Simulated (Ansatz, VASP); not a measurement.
Al2Cu: VASP beside Ansatz

```
CELL_PARAMETERS angstrom
-2.97023 2.97023 2.38821
2.97023 -2.97023 2.38821
2.97023 2.97023 -2.38821
ATOMIC_POSITIONS crystal
Al 0.34060 0.15940 0.50000
Al 0.15940 0.65940 0.81881
Al 0.84060 0.34060 0.18119
Al 0.65940 0.84060 0.50000
Cu 0.75000 0.75000 0.00000
Cu 0.25000 0.25000 0.00000
```

Alike in both runs: functional LDA; k mesh 14 × 14 × 14; occupations fermi-dirac, width 0.15 eV; no spin polarisation.

Ansatz relaxed the structure, and its values are those at the end. VASP's run is a single point on that final structure, the one shown.

|  | VASP | Ansatz |
| --- | --- | --- |
| version | VASP 6.6.1 | Ansatz 0.2.0 |
| potentials or method | VASP PAW LDA potentials, release 64 (Al, Cu), cutoff 520 eV | scalar-relativistic, plane waves, PAW |
| valence electrons in the cell | 34 | 50 |

```csv
,VASP,Ansatz,Ansatz less VASP
gap on the k mesh at the Fermi level (eV),none,none,-
pressure (GPa),0.3,0.0,-0.29
```

Ansatz warns that its potentials were made for another functional, while VASP's fit it. LDA's correlation is that of Perdew and Zunger in VASP and of Perdew and Wang (1992) in Ansatz. A gap of «none» marks a metal or a gap that the smearing closes. VASP's potentials hold 34 valence electrons a cell and Ansatz's 50, so a difference there can come from the potentials and not from the codes.
